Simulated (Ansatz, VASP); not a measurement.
# In3Sb: VASP beside Ansatz

```
In Sb
1.0
     4.79003    0.00000    0.00000
     0.00000    4.79003    0.00000
     0.00000    0.00000    4.79003
In Sb
3 1
Cartesian
  2.3950 2.3950 0.0000
  2.3950 0.0000 2.3950
  0.0000 2.3950 2.3950
  0.0000 0.0000 0.0000
```

Alike in both runs: task single point; functional PBEsol; dispersion D3(BJ); k mesh 10 × 10 × 10; occupations gaussian, width 0.1 eV; no spin polarisation.

```csv
,VASP,Ansatz
version,VASP 6.6.1,Ansatz 0.2.0
potentials or method,"VASP PAW PBE potentials, release 64 (In_d, Sb), cutoff 520 eV","scalar-relativistic, plane waves, PAW"
valence electrons in the cell,44,54
```

|  | VASP | Ansatz | Ansatz less VASP |
| --- | --- | --- | --- |
| gap on the k mesh at the Fermi level (eV) | none | none | - |
| pressure (GPa) | -4.0 | -4.0 | +0.04 |

VASP's potentials were made for PBE, not for PBEsol. A gap of «none» marks a metal or a gap that the smearing closes. VASP's potentials hold 44 valence electrons a cell and Ansatz's 54, so a difference there can come from the potentials and not from the codes.

Neither program's run includes spin-orbit coupling.
